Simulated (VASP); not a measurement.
A run of VASP 6.6.1 is set up as follows.

The input INCAR:

```
PREC = Accurate
ENCUT = 520
EDIFF = 1E-7
ISMEAR = 1
SIGMA = 0.0818
LREAL = False
LASPH = True
NELM = 150
ALGO = Normal
ISIF = 2
LWAVE = False
LCHARG = False
ISPIN = 2
MAGMOM = 0 1.5 0 0 0
LORBIT = 11
LMAXMIX = 4
GGA = PS
NBANDS = 34
```

KPOINTS

```
regular mesh
0
Gamma
  6 6 6
```

Contents of POSCAR:

```
KVF3
1.0
    4.1310000000      0.0000000000      0.0000000000
    0.0000000000      4.1310000000      0.0000000000
    0.0000000000      0.0000000000      4.1310000000
K V F
1 1 3
Direct
    0.0000000000      0.0000000000      0.0000000000
    0.5000000000      0.5000000000      0.5000000000
    0.5000000000      0.5000000000      0.0000000000
    0.0000000000      0.5000000000      0.5000000000
    0.5000000000      0.0000000000      0.5000000000
```

Potentials or basis: VASP PAW PBE potentials, release 64 (K_sv, V_sv, F).

The run is started by

```bash
$ cat potpaw_PBE.64/K_sv/POTCAR potpaw_PBE.64/V_sv/POTCAR potpaw_PBE.64/F/POTCAR > POTCAR
$ mpirun -np 1 vasp_std > vasp.out
```

(1) What does it give for the site moments?

(2) Estimate the net moment.

## Answers

(1) K +0.00; V +2.65; F +0.02 μB.

(2) 3.00 μB per cell.
